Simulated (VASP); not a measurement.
# MgO (Fm-3m) in VASP: a series of runs

The runs below take MgO through single point, with LDA.

Everything below comes from runs of VASP 6.6.1. Logs are shortened: lines on timing, memory, paths and dates and some standing lists are left out, and cuts for length are marked.

**Measured values to compare with.**

From “Electronic structure of alkaline earth and post-transition metal oxides”, 2009, arxiv:0908.1581, for a bulk crystal of MgO: band gap 7.83 eV.

How close the calculation comes is told below.

## (1) The cell of the first run

The structure is cubic, space group Fm-3m (No. 225). Conventional cell: a = 4.176 Å, b = 4.176 Å, c = 4.176 Å, α = 90.00°, β = 90.00°, γ = 90.00°. Within 2.8 Å of Mg (site symmetry m-3m) lie 6 O at 2.09 Å. O (site symmetry m-3m) has 6 Mg at 2.09 Å within 2.8 Å.

## (2) Single point, LDA

Contents of INCAR:

```
PREC = Accurate
ENCUT = 520
EDIFF = 1E-6
ISMEAR = 0
SIGMA = 0.01
LREAL = False
LASPH = True
NELM = 100
ALGO = Normal
ISIF = 2
LWAVE = False
LCHARG = False
GGA = CA
NBANDS = 11
```

Contents of KPOINTS:

```
Automatic mesh
0
Gamma
  10 10 10
```

Contents of POSCAR:

```
MgO
1.0
    2.0877670850      2.0877670850      0.0000000000
   -2.0877670850      2.0877670850      0.0000000000
    0.0000000000      2.0877670850      2.0877670850
Mg O
1 1
Direct
    0.0000000000      0.0000000000      0.0000000000
    0.5000000000      0.5000000000      0.0000000000
```

Potentials or basis: VASP PAW LDA potentials, release 64 (Mg, O).

Command:

```console
> cat potpaw_LDA.64/Mg/POTCAR potpaw_LDA.64/O/POTCAR > POTCAR
> mpirun -np 1 vasp_std > vasp.out
```

OUTCAR:

```text
PREC = Accurate
   ENCUT = 520
   EDIFF = 1E-6
   ISMEAR = 0
   LREAL = False
   LASPH = True
   NELM = 100
   ISIF = 2
   GGA = CA

 ion  position               nearest neighbor table
   1  0.000  0.000  0.000-   2 2.09   2 2.09   2 2.09   2 2.09   2 2.09   2 2.09
   2  0.500  0.500  0.000-   1 2.09   1 2.09   1 2.09   1 2.09   1 2.09   1 2.09

  LATTYP: Found a face centered cubic cell.
 ALAT       =     4.1755341700

  Lattice vectors:

 A1 = (   0.0000000000,   2.0877670850,   2.0877670850)
 A2 = (   2.0877670850,   0.0000000000,   2.0877670850)
 A3 = (   2.0877670850,   2.0877670850,   0.0000000000)

Analysis of symmetry for initial positions (statically):
=====================================================================
 Subroutine PRICEL returns:
 Original cell was already a primitive cell.

 Routine SETGRP: Setting up the symmetry group for a
 face centered cubic supercell.

 Subroutine GETGRP returns: Found 48 space group operations
 (whereof 48 operations were pure point group operations)
 out of a pool of 48 trial point group operations.

The static configuration has the point symmetry O_h .

Analysis of symmetry for dynamics (positions and initial velocities):
=====================================================================
 Subroutine PRICEL returns:
 Original cell was already a primitive cell.

 Routine SETGRP: Setting up the symmetry group for a
 face centered cubic supercell.

 Subroutine GETGRP returns: Found 48 space group operations
 (whereof 48 operations were pure point group operations)
 out of a pool of 48 trial point group operations.

The dynamic configuration has the point symmetry O_h .

 Subroutine INISYM returns: Found 48 space group operations
 (whereof 48 operations are pure point group operations),
 and found     1 'primitive' translations

----------------------------------------------------------------------------------------

                                     Primitive cell

  volume of cell :      18.2002

  direct lattice vectors                    reciprocal lattice vectors
     2.087767085  2.087767085  0.000000000     0.239490317  0.239490317 -0.239490317
    -2.087767085  2.087767085  0.000000000    -0.239490317  0.239490317 -0.239490317
     0.000000000  2.087767085  2.087767085     0.000000000  0.000000000  0.478980633

  length of vectors
     2.952548527  2.952548527  2.952548527     0.414809396  0.414809396  0.478980633

  position of ions in fractional coordinates (direct lattice)
     0.000000000  0.000000000  0.000000000
     0.500000000  0.500000000  0.000000000

  ion indices of the primitive-cell ions
   primitive index   ion index
                 1           1
                 2           2

----------------------------------------------------------------------------------------

 KPOINTS: Automatic mesh

Automatic generation of k-mesh.
 Grid dimensions read from file:
 generate k-points for:   10   10   10

 Generating k-lattice:

  Cartesian coordinates                     Fractional coordinates (reciprocal lattice)
     0.023949032  0.023949032 -0.023949032     0.100000000  0.000000000  0.000000000
    -0.023949032  0.023949032 -0.023949032     0.000000000  0.100000000  0.000000000
     0.000000000  0.000000000  0.047898063     0.000000000  0.000000000  0.100000000

  Length of vectors
     0.041480940  0.041480940  0.047898063

  Shift w.r.t. Gamma in fractional coordinates (k-lattice)
     0.000000000  0.000000000  0.000000000

 Subroutine IBZKPT returns following result:
 ===========================================

 Found     47 irreducible k-points:

 Following reciprocal coordinates:
            Coordinates               Weight
  0.000000  0.000000  0.000000      1.000000
  0.100000  0.000000  0.000000      8.000000
  0.200000  0.000000  0.000000      8.000000
  0.300000  0.000000  0.000000      8.000000
  0.400000  0.000000  0.000000      8.000000
  0.500000  0.000000  0.000000      4.000000
[... 16 lines left out ...]
  0.300000  0.300000  0.000000     12.000000
  0.400000  0.300000  0.000000     24.000000
 [... further k-points ...]
   k-points           NKPTS =     47   k-points in BZ     NKDIM =     47   number of bands    NBANDS=     11
   number of dos      NEDOS =    301   number of ions     NIONS =      2
   total plane-waves  NPLWV =  13824
   dimension x,y,z NGX =    24 NGY =   24 NGZ =   24
   dimension x,y,z NGXF=    48 NGYF=   48 NGZF=   48
   ions per type =               1   1
   NGX,Y,Z   is equivalent  to a cutoff of  13.51, 13.51, 13.51 a.u.
   NGXF,Y,Z  is equivalent  to a cutoff of  27.03, 27.03, 27.03 a.u.
 SYSTEM =  unknown system
   PREC   = accura    normal or accurate (medium, high low for compatibility)
   ISTART =      0    job   : 0-new  1-cont  2-samecut
   ICHARG =      2    charge: 1-file 2-atom 10-const
   ISPIN  =      1    spin polarized calculation?
   LNONCOLLINEAR =      F non collinear calculations
   LSORBIT =      F    spin-orbit coupling
   LASPH  =      T    aspherical Exc in radial PAW
   ENCUT  =  520.0 eV  38.22 Ry    6.18 a.u.   5.49  5.49  5.49*2*pi/ulx,y,z
   NELM   =    100;   NELMIN=  2; NELMDL= -5     # of ELM steps
   EDIFF  = 0.1E-05   stopping-criterion for ELM
   LREAL  =      F    real-space projection
   EDIFFG = 0.1E-04   stopping-criterion for IOM
   NSW    =      0    number of steps for IOM
   IBRION =     -1    ionic relax: 0-MD 1-quasi-New 2-CG
   NFREE  =      0    steps in history (QN), initial steepest desc. (CG)
   ISIF   =      2    stress and relaxation
   ISYM   =      2    0-nonsym 1-usesym 2-fastsym
   POTIM  = 0.5000    time-step for ionic-motion
   TEBEG  =    0.0;   TEEND  =   0.0 temperature during run
   PSTRESS=    0.0 pullay stress
   NELECT =       8.0000    total number of electrons
   NUPDOWN=      -1.0000    fix difference up-down
   EMIN   =  10.00;   EMAX   =-10.00  energy-range for DOS
   EFERMI =   0.00;   METHOD = LEGACY
   ISMEAR =     0;   SIGMA  =   0.01  broadening in eV -4-tet -1-fermi 0-gaus
   EFERMI_NEDOS =   21; number of points for ismear=-14 and -15
   IALGO  =     38    algorithm
   IMIX   =      4    mixing-type and parameters
     AMIX     =   0.40;   BMIX     =  1.00
     AMIX_MAG =   1.60;   BMIX_MAG =  1.00
  volume/ion in A,a.u.               =       9.10        61.41
  Fermi-wavevector in a.u.,A,eV,Ry     =   1.244742  2.352222 21.080641  1.549383
  Thomas-Fermi vector in A             =   2.378995
   LORBIT       =      0    0 simple, 1 ext, 2 COOP (PROOUT), +10 PAW based schemes
   GGA     = CA    functional components
   LHFCALC =     F    Hartree Fock is set to
   AEXX    =    0.0000 exact exchange contribution
   IVDW    =     0    specifies the selected vdW correction
   LEPSILON=     F    determine dielectric tensor
   LRPA    =     F    only Hartree local field effects (RPA)
 non-spin polarized calculation
 Gauss-broadening in eV      SIGMA  =   0.01
  energy-cutoff  :      520.00
  volume of cell :       18.20
 maximum number of plane-waves:       531
 NGX is ok and might be reduce to    24
   NGX = 11   NGY = 11   NGZ = 11

 number of electron       8.0000002 magnetization

 Free energy of the ion-electron system (eV)
  ---------------------------------------------------
  ext. energy  EPLUGINS =         0.00000000
  ---------------------------------------------------
  free energy    TOTEN  =       -13.44147284 eV

  energy without entropy =      -13.44147284  energy(sigma->0) =      -13.44147284

 E-fermi :   3.1244     XC(G=0): -11.7185

 val. band max:        3.0817847433   @ k =   0.0000   0.0000   0.0000
 cond. band min:       7.9972563696   @ k =   0.0000   0.0000   0.0000
 fundamental gap:      4.9154716262
 Fermi energy:         3.1244338520

 k-point     1 :       0.0000    0.0000    0.0000
  band No.  band energies     occupation
      1     -14.0598      2.00000
      2       3.0818      2.00000
      3       3.0818      2.00000
      4       3.0818      2.00000
      5       7.9973      0.00000
      6      18.7489      0.00000
      7      18.7489      0.00000
      8      18.7489      0.00000
      9      22.8423      0.00000
     10      24.5182      0.00000
     11      24.5182      0.00000

 k-point     2 :       0.1000    0.0000    0.0000
  band No.  band energies     occupation
      1     -13.9445      2.00000
      2       2.4172      2.00000
      3       3.0095      2.00000
      4       3.0095      2.00000
      5       8.6179      0.00000
      6      17.5161      0.00000
      7      18.9983      0.00000
      8      18.9983      0.00000
      9      23.8028      0.00000
     10      23.8028      0.00000
     11      24.5127      0.00000

 k-point     3 :       0.2000    0.0000    0.0000
  band No.  band energies     occupation
      1     -13.6263      2.00000
      2       1.0528      2.00000
      3       2.8267      2.00000
      4       2.8267      2.00000
      5       9.7898      0.00000
      6      16.0314      0.00000
      7      19.5098      0.00000
      8      19.5098      0.00000
      9      23.1120      0.00000
     10      23.1120      0.00000
     11      25.4295      0.00000

 k-point     4 :       0.3000    0.0000    0.0000
  band No.  band energies     occupation
      1     -13.1934      2.00000
      2      -0.3304      2.00000
      3       2.6122      2.00000
      4       2.6122      2.00000
      5      10.6649      0.00000
      6      15.4143      0.00000
      7      19.6576      0.00000
      8      19.6576      0.00000
      9      23.5573      0.00000
     10      23.5573      0.00000
     11      24.8074      0.00000
[... 239 lines left out ...]
 k-point    22 :      -0.2000    0.2000    0.0000
  band No.  band energies     occupation
      1     -13.4982      2.00000
      2       1.0023      2.00000
      3       2.5291      2.00000
      4       2.5291      2.00000
      5      10.4569      0.00000
      6      14.9681      0.00000
      7      19.8064      0.00000
      8      20.0107      0.00000
      9      20.0107      0.00000
     10      25.7543      0.00000
     11      29.3655      0.00000

 k-point    23 :       0.3000    0.3000    0.0000
  band No.  band energies     occupation
      1     -12.4799      2.00000
      2      -0.5406      2.00000
      3       0.2896      2.00000
      4       2.1654      2.00000
      5      13.2872      0.00000
      6      15.0539      0.00000
      7      16.1655      0.00000
      8      20.6605      0.00000
      9      22.8238      0.00000
     10      24.8548      0.00000
     11      29.9171      0.00000

 k-point    24 :       0.4000    0.3000    0.0000
  band No.  band energies     occupation
      1     -12.3802      2.00000
      2      -0.6355      2.00000
      3       0.2909      2.00000
      4       1.9835      2.00000
      5      13.1789      0.00000
      6      15.2076      0.00000
      7      15.7121      0.00000
      8      20.8945      0.00000
      9      21.8005      0.00000
     10      27.0649      0.00000
     11      30.5001      0.00000

 [... further k-points ...]

------------------------ aborting loop because EDIFF is reached ----------------------------------------

  FORCE on cell =-STRESS in cart. coord.  units (eV):
  Direction    XX          YY          ZZ          XY          YZ          ZX
  --------------------------------------------------------------------------------------
  -------------------------------------------------------------------------------------
  Total       -0.4158511     -0.4158511     -0.4158511      0.0000000      0.0000000     -0.0000000
  in kB      -36.6076874    -36.6076874    -36.6076874      0.0000000      0.0000000     -0.0000000
  external PRESSURE =     -36.6076874 kB  Pullay stress =       0.0000000 kB

 VOLUME and BASIS-vectors are now :
 -----------------------------------------------------------------------------
  energy-cutoff  :      520.00
  volume of cell :       18.20
      direct lattice vectors                 reciprocal lattice vectors
     2.087767085  2.087767085  0.000000000     0.239490317  0.239490317 -0.239490317
    -2.087767085  2.087767085  0.000000000    -0.239490317  0.239490317 -0.239490317
     0.000000000  2.087767085  2.087767085     0.000000000  0.000000000  0.478980633

 POSITION                                       TOTAL-FORCE (eV/Angst)
 -----------------------------------------------------------------------------------
      0.00000      0.00000      0.00000         0.000000      0.000000      0.000000
      0.00000      2.08777      0.00000         0.000000     -0.000000      0.000000
 -----------------------------------------------------------------------------------
    total drift:                                0.000000     -0.000000     -0.000000

  FREE ENERGIE OF THE ION-ELECTRON SYSTEM (eV)
  ---------------------------------------------------
  free  energy   TOTEN  =       -13.4414728370 eV

  energy  without entropy=      -13.4414728370  energy(sigma->0) =      -13.44147284
```

It took 3.5 s on 1 thread of Intel Xeon 6975P-C, shared host; peak memory 0.13 GiB.

What came out:

```
Free energy            : -13.4415 eV
Pressure               : -3.7 GPa
Band gap on the k mesh : 4.92 eV, direct
```

As with any semilocal functional, this LDA gap is likely too small.

## (3) Single point, LDA

This run uses another cell than the first one, of 8.89 Å³/atom, 0.977 times its volume.

Contents of INCAR:

```
SYSTEM = MgO
ALGO = Normal ; EDIFF = 1E-6
ENCUT = 520 ; ISIF = 2
ISMEAR = 0 ; LASPH = .TRUE.
LCHARG = .FALSE. ; LREAL = .FALSE.
LWAVE = .FALSE. ; NBANDS = 11
NELM = 100 ; PREC = Accurate
SIGMA = 0.01
```

Contents of KPOINTS:

```
k-points
0
G
  10 10 10
  0 0 0
```

Contents of POSCAR:

```
MgO
1.0
    2.0717114473      2.0717114473      0.0000000000
   -2.0717114473      2.0717114473      0.0000000000
    0.0000000000      2.0717114473      2.0717114473
Mg O
1 1
Direct
    0.0000000000      0.0000000000      0.0000000000
    0.5000000000      0.5000000000      0.0000000000
```

Potentials or basis: VASP PAW LDA potentials, release 64 (Mg, O).

Command:

```console
> cat potpaw_LDA.64/Mg/POTCAR potpaw_LDA.64/O/POTCAR > POTCAR
> mpirun -np 1 vasp_std > vasp.out
```

Run time: 3.8 s. Hardware: 1 thread of Intel Xeon 6975P-C, shared host; peak memory 0.13 GiB.

Results (log left out):

- Free energy: -13.4454 eV
- Pressure: 0.3 GPa
- Band gap on the k mesh: 5.15 eV, direct

Levels at points of the mesh, in eV from the valence-band top:
```csv
k point,band 2,band 3,band 4,band 5,band 6,band 7
"(0.00, 0.00, 0.00)",0.00,0.00,0.00,5.15,15.79,15.79
"(0.50, 0.00, 0.00)",-4.92,-0.72,-0.72,8.05,12.96,16.51
"(0.50, 0.50, 0.00)",-4.36,-1.44,-1.44,8.93,10.24,13.42
```

## (4) Single point, LDA

This run uses another cell than the first one, of 8.89 Å³/atom, 0.977 times its volume.

Contents of INCAR:

```
  PREC = Accurate
  ENCUT = 520
  EDIFF = 1E-7
  ISMEAR = 0
  SIGMA = 0.01
  LREAL = F
  LASPH = T
  NELM = 80
  ALGO = Normal
  ISIF = 2
  LWAVE = F
  LCHARG = F
  GGA = CA
  NBANDS = 11
```

Contents of KPOINTS:

```
Automatic mesh
0
Gamma
  10 10 10
```

POSCAR is that of step 3.

Command:

```console
> cat potpaw_LDA.64/Mg/POTCAR potpaw_LDA.64/O/POTCAR > POTCAR
> mpirun -np 1 vasp_std > vasp.out
```

Run time: 4.1 s. Hardware: 1 thread of Intel Xeon 6975P-C, shared host; peak memory 0.13 GiB.

Results (log left out):

* Free energy: -13.4454 eV
* Pressure: 0.3 GPa
* Band gap on the k mesh: 5.15 eV, direct

Levels at points of the mesh, in eV from the valence-band top:
| k point | band 2 | band 3 | band 4 | band 5 | band 6 | band 7 |
| --- | --- | --- | --- | --- | --- | --- |
| (0.00, 0.00, 0.00) | 0.00 | 0.00 | 0.00 | 5.15 | 15.79 | 15.79 |
| (0.50, 0.00, 0.00) | -4.92 | -0.72 | -0.72 | 8.05 | 12.96 | 16.51 |
| (0.50, 0.50, 0.00) | -4.36 | -1.44 | -1.44 | 8.93 | 10.24 | 13.42 |

## (5) How close it comes

Step 4. Measured gap of MgO: 7.83 eV (quoted in “Electronic structure of alkaline earth and post-transition metal oxides”, 2009, arxiv:0908.1581). This calculation gives 5.15 eV (-2.68 eV). The value is that of LDA, without temperature or zero-point motion. Semilocal functionals fall short of measured gaps as a rule.
